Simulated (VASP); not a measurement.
# WSe4 (P-43m) in VASP: further runs

Runs on WSe4. Level: PBE. Tasks: single point, relaxation of cell and atoms.

Everything below comes from runs of VASP 6.6.1. Logs are shortened: lines on timing, memory, paths and dates and some standing lists are left out, and cuts for length are marked.

**1. The cell of the first run**

The structure is cubic, space group P-43m (No. 215). The conventional cell has a = 5.221 Å, b = 5.221 Å, c = 5.221 Å, α = 90.00°, β = 90.00°, γ = 90.00°. Within 3.0 Å of W (site symmetry -43m) lie 4 Se at 2.26 Å. Se (site symmetry 3m) has 1 W at 2.26 Å within 3.0 Å.

The cell was built from a structure type or drawn by symmetry, and may not be a known phase.

**2. Single point, PBE, collinear spin**

INCAR reads:

```
SYSTEM = WSe4
ALGO     = Normal         ! electronic algorithm
EDIFF    = 1E-6           ! SCF threshold, eV
ENCUT    = 520            ! plane-wave cutoff, eV
GGA      = PE             ! functional
ISIF     = 2              ! what is computed and relaxed
ISMEAR   = 0              ! smearing method
ISPIN    = 2              ! spin polarisation
LASPH    = .True.         ! aspherical terms in the spheres
LCHARG   = .False.        ! write CHGCAR
LMAXMIX  = 4              ! l up to which the mixer works
LORBIT   = 11             ! projections on sites
LREAL    = .False.        ! projectors in reciprocal space
LWAVE    = .False.        ! write WAVECAR
MAGMOM   = -0.05 0.13 0.13 0.13 0.13 ! initial moments
NBANDS   = 31             ! bands
NELM     = 150            ! most SCF steps
PREC     = Accurate       ! precision mode
SIGMA    = 0.1            ! smearing width, eV
```

KPOINTS reads:

```
k-points
0
Gamma
  4 4 4
  0 0 0
```

POSCAR reads:

```
WSe4
1.0
    5.2206496800      0.0000000000      0.0000000000
    0.0000000000      5.2206496800      0.0000000000
    0.0000000000      0.0000000000      5.2206496800
W Se
1 4
Direct
    0.0000000000      0.0000000000      0.0000000000
    0.2500000000      0.2500000000      0.2500000000
    0.7500000000      0.7500000000      0.2500000000
    0.2500000000      0.7500000000      0.7500000000
    0.7500000000      0.2500000000      0.7500000000
```

Potentials or basis: VASP PAW PBE potentials, release 64 (W_sv, Se).

On the command line:

```console
> cat potpaw_PBE.64/W_sv/POTCAR potpaw_PBE.64/Se/POTCAR > POTCAR
> mpirun -np 1 vasp_std > vasp.out
```

OUTCAR:

```text
SYSTEM = WSe4
   EDIFF = 1E-6
   ENCUT = 520
   GGA = PE
   ISIF = 2
   ISMEAR = 0
   ISPIN = 2
   LASPH = .True.
   LORBIT = 11
   LREAL = .False.
   NELM = 150
   PREC = Accurate

 ion  position               nearest neighbor table
   1  0.000  0.000  0.000-   2 2.26   3 2.26   4 2.26   5 2.26
   2  0.250  0.250  0.250-   1 2.26
   3  0.750  0.750  0.250-   1 2.26
   4  0.250  0.750  0.750-   1 2.26
   5  0.750  0.250  0.750-   1 2.26

  LATTYP: Found a simple cubic cell.
 ALAT       =     5.2206496800

  Lattice vectors:

 A1 = (   5.2206496800,   0.0000000000,   0.0000000000)
 A2 = (   0.0000000000,   5.2206496800,   0.0000000000)
 A3 = (   0.0000000000,   0.0000000000,   5.2206496800)

Analysis of symmetry for initial positions (statically):
=====================================================================
 Subroutine PRICEL returns:
 Original cell was already a primitive cell.

 Routine SETGRP: Setting up the symmetry group for a
 simple cubic supercell.

 Subroutine GETGRP returns: Found 24 space group operations
 (whereof 24 operations were pure point group operations)
 out of a pool of 48 trial point group operations.

The static configuration has the point symmetry T_d .

Analysis of symmetry for dynamics (positions and initial velocities):
=====================================================================
 Subroutine PRICEL returns:
 Original cell was already a primitive cell.

 Routine SETGRP: Setting up the symmetry group for a
 simple cubic supercell.

 Subroutine GETGRP returns: Found 24 space group operations
 (whereof 24 operations were pure point group operations)
 out of a pool of 48 trial point group operations.

The dynamic configuration has the point symmetry T_d .

Analysis of structural, dynamic, and magnetic symmetry:
=====================================================================
 Subroutine PRICEL returns:
 Original cell was already a primitive cell.

 Routine SETGRP: Setting up the symmetry group for a
 simple cubic supercell.

 Subroutine GETGRP returns: Found 24 space group operations
 (whereof 24 operations were pure point group operations)
 out of a pool of 48 trial point group operations.

The overall configuration has the point symmetry T_d .

 Subroutine INISYM returns: Found 24 space group operations
 (whereof 24 operations are pure point group operations),
 and found     1 'primitive' translations

[... 114 lines left out ...]
   LEPSILON=     F    determine dielectric tensor
   LRPA    =     F    only Hartree local field effects (RPA)
 spin polarized calculation
 Gauss-broadening in eV      SIGMA  =   0.10
  energy-cutoff  :      520.00
  volume of cell :      142.29
 maximum number of plane-waves:      3887
 NGX is ok and might be reduce to    40
   NGX = 19   NGY = 19   NGZ = 19

 number of electron      38.0000005 magnetization       0.9049084

 Free energy of the ion-electron system (eV)
  ---------------------------------------------------
  ext. energy  EPLUGINS =         0.00000000
  ---------------------------------------------------
  free energy    TOTEN  =       -25.94459452 eV

  energy without entropy =      -25.91238563  energy(sigma->0) =      -25.92849007

 E-fermi :   1.9097     XC(G=0):  -8.9408

 val. band max:        1.9068994807   @ k =   0.2500   0.0000   0.0000
 cond. band min:       1.9684131538   @ k =   0.5000   0.2500   0.0000
 fundamental gap:      0.0615136732
 Fermi energy:         1.9096920821

 spin component 1

 k-point     1 :       0.0000    0.0000    0.0000
  band No.  band energies     occupation
      1     -71.6983      1.00000
      2     -36.0345      1.00000
      3     -36.0345      1.00000
      4     -36.0345      1.00000
      5     -11.2234      1.00000
      6      -9.7666      1.00000
[... 329 lines left out ...]
     30      11.9480      0.00000
     31      11.9480      0.00000
 Fermi energy:         1.9096920821

 spin component 2

 k-point     1 :       0.0000    0.0000    0.0000
  band No.  band energies     occupation
      1     -71.7268      1.00000
      2     -36.0732      1.00000
      3     -36.0732      1.00000
      4     -36.0732      1.00000
      5     -11.0428      1.00000
      6      -9.5709      1.00000
[... 329 lines left out ...]
     30      12.1171      0.00000
     31      12.1171      0.00000

------------------------ aborting loop because EDIFF is reached ----------------------------------------

  FORCE on cell =-STRESS in cart. coord.  units (eV):
  Direction    XX          YY          ZZ          XY          YZ          ZX
  --------------------------------------------------------------------------------------
  -------------------------------------------------------------------------------------
  Total        5.4981359      5.4981359      5.4981359      0.0000000     -0.0000000     -0.0000000
  in kB       61.9088021     61.9088021     61.9088021      0.0000000     -0.0000000     -0.0000000
  external PRESSURE =      61.9088021 kB  Pullay stress =       0.0000000 kB

 VOLUME and BASIS-vectors are now :
 -----------------------------------------------------------------------------
  energy-cutoff  :      520.00
  volume of cell :      142.29
      direct lattice vectors                 reciprocal lattice vectors
     5.220649680  0.000000000  0.000000000     0.191547041  0.000000000  0.000000000
     0.000000000  5.220649680  0.000000000     0.000000000  0.191547041  0.000000000
     0.000000000  0.000000000  5.220649680     0.000000000  0.000000000  0.191547041

 POSITION                                       TOTAL-FORCE (eV/Angst)
 -----------------------------------------------------------------------------------
      0.00000      0.00000      0.00000        -0.000000      0.000000     -0.000000
      1.30516      1.30516      1.30516         0.806360      0.806360      0.806360
      3.91549      3.91549      1.30516        -0.806360     -0.806360      0.806360
      1.30516      3.91549      3.91549         0.806360     -0.806360     -0.806360
      3.91549      1.30516      3.91549        -0.806360      0.806360     -0.806360
 -----------------------------------------------------------------------------------
    total drift:                                0.000000     -0.000000     -0.000000

  FREE ENERGIE OF THE ION-ELECTRON SYSTEM (eV)
  ---------------------------------------------------
  free  energy   TOTEN  =       -25.9445945212 eV

  energy  without entropy=      -25.9123856282  energy(sigma->0) =      -25.92849007

 total charge

# of ion       s       p       d       tot
------------------------------------------
    1        2.441   6.339   3.513  12.293
    2        1.494   2.289   0.040   3.822
    3        1.494   2.289   0.040   3.822
    4        1.494   2.289   0.040   3.822
    5        1.494   2.289   0.040   3.822
--------------------------------------------------
tot          8.415  15.493   3.672  27.580

 magnetization (x)

# of ion       s       p       d       tot
------------------------------------------
    1       -0.003   0.001  -0.062  -0.064
    2        0.004   0.153  -0.000   0.157
    3        0.004   0.153  -0.000   0.157
    4        0.004   0.153  -0.000   0.157
    5        0.004   0.153  -0.000   0.157
--------------------------------------------------
tot          0.014   0.613  -0.062   0.565
```

Run time: 2.2 min. Hardware: 1 thread of AMD EPYC 7R13, shared host; peak memory 0.28 GiB.

Results:

* Free energy: -25.9446 eV
* Pressure: 6.2 GPa
* Net moment: 0.90 μB per cell
* Site moments: W -0.06; Se +0.16 μB
* Valence electrons inside the program's atomic spheres: W 12.29; Se 3.82

Levels at points of the mesh, in eV from the Fermi level:
Spin up:
| k point | band 17 | band 18 | band 19 | band 20 | band 21 | band 22 |
| --- | --- | --- | --- | --- | --- | --- |
| (0.00, 0.00, 0.00) | -0.66 | -0.39 | -0.39 | -0.39 | 1.64 | 1.64 |
| (0.50, 0.00, 0.00) | -1.10 | -1.10 | -0.02 | -0.02 | 1.73 | 2.55 |
| (0.50, 0.50, 0.00) | -1.63 | -0.77 | -0.77 | 0.40 | 2.28 | 2.54 |
| (0.50, 0.50, 0.50) | -1.82 | 0.38 | 0.38 | 0.38 | 3.02 | 3.02 |
Spin down:
```tsv
k point	band 17	band 18	band 19	band 20	band 21	band 22
(0.00, 0.00, 0.00)	-0.41	-0.21	-0.21	-0.21	1.67	1.67
(0.50, 0.00, 0.00)	-0.91	-0.91	0.21	0.21	1.78	2.61
(0.50, 0.50, 0.00)	-1.50	-0.55	-0.55	0.66	2.34	2.59
(0.50, 0.50, 0.50)	-1.74	0.65	0.65	0.65	3.16	3.16
```

Caveat: the cell stands under pressure; spin-orbit coupling is left out, which moves the levels of the heavy elements.

**3. Relaxation of cell and atoms, PBE**

This run uses another cell than the first one, of 32.92 Å³/atom.

INCAR reads:

```
SYSTEM = WSe4
ALGO = Normal ; EDIFF = 1E-7
EDIFFG = -0.01 ; ENCUT = 600
GGA = PE ; IBRION = 2
ISIF = 3 ; ISMEAR = 0
LASPH = .True. ; LCHARG = .False.
LREAL = .False. ; LWAVE = .False.
NELM = 100 ; NSW = 100
PREC = Accurate ; SIGMA = 0.1
```

KPOINTS reads:

```
k-points
0
Gamma
  8 8 8
  0 0 0
```

POSCAR reads:

```
WSe4
1.0
    5.4801149598      0.0000000000      0.0000000000
    0.0000000000      5.4801149598      0.0000000000
    0.0000000000      0.0000000000      5.4801149598
W Se
1 4
Direct
    0.0000000000      0.0000000000      0.0000000000
    0.2444537889      0.2444537889      0.2444537889
    0.7555462111      0.7555462111      0.2444537889
    0.2444537889      0.7555462111      0.7555462111
    0.7555462111      0.2444537889      0.7555462111
```

Potentials or basis: VASP PAW PBE potentials, release 64 (W_sv, Se).

On the command line:

```console
> cat potpaw_PBE.64/W_sv/POTCAR potpaw_PBE.64/Se/POTCAR > POTCAR
> mpirun -np 1 vasp_std > vasp.out
```

Wall time 20 min (1 thread of AMD EPYC 7R13, shared host); peak memory 0.41 GiB.

It converged, with:

```
Free energy                           : -26.2090 eV
Relaxed volume                        : 32.38 Å³/atom
Relaxed cell                          : a = 5.450 Å, b = 5.450 Å, c = 5.450 Å, α = 90.00°, β = 90.00°, γ = 90.00°
Space group after relaxing (to 0.1 Å) : P-43m (No. 215)
Energy gained by relaxing             : 0.2 meV/atom
Ionic steps                           : 7
Pressure after relaxing               : 0.0 GPa
Largest force after relaxing          : 0.006 eV/Å
Band gap on the k mesh                : zero (bands 19 and 20 overlap by 0.76 eV)
```

Forces on the atoms (eV/Å):
```
W    0.000  0.000  0.000
Se  -0.003 -0.003 -0.003
Se   0.003  0.003 -0.003
Se  -0.003  0.003  0.003
Se   0.003 -0.003  0.003
```

Step by step:
| step | energy change (eV) | largest force (eV/Å) | pressure (GPa) | volume (Å³) |
| --- | --- | --- | --- | --- |
| 1 | 0.0000 | 0.0101 | -0.08 | 164.58 |
| 2 | -0.0001 | 0.0370 | 0.02 | 164.20 |
| 3 | -0.0001 | 0.0416 | 0.03 | 164.14 |
| 4 | -0.0002 | 0.0393 | 0.03 | 164.04 |
| 5 | -0.0004 | 0.0327 | 0.03 | 163.73 |
| 6 | -0.0007 | 0.0199 | 0.01 | 163.12 |
| 7 | -0.0009 | 0.0056 | -0.01 | 161.90 |

Final structure:
```
CELL_PARAMETERS angstrom
5.45025 0.00000 0.00000
0.00000 5.45025 0.00000
0.00000 0.00000 5.45025
ATOMIC_POSITIONS crystal
W 0.00000 0.00000 0.00000
Se 0.24584 0.24584 0.24584
Se 0.75416 0.75416 0.24584
Se 0.24584 0.75416 0.75416
Se 0.75416 0.24584 0.75416
```

Levels at points of the mesh, in eV from the Fermi level:
```csv
k point,band 16,band 17,band 18,band 19,band 20,band 21,band 22,band 23
"(0.00, 0.00, 0.00)",-0.41,-0.41,-0.35,-0.35,-0.35,1.68,1.68,3.38
"(0.50, 0.00, 0.00)",-1.42,-0.86,-0.86,0.05,0.05,1.79,2.37,3.10
"(0.50, 0.50, 0.00)",-1.50,-1.50,-0.52,-0.52,0.46,2.21,2.60,2.94
"(0.50, 0.50, 0.50)",-1.64,-1.64,0.41,0.41,0.41,2.86,2.86,3.79
```

Caveat: spin-orbit coupling is left out, which moves the levels of the heavy elements.
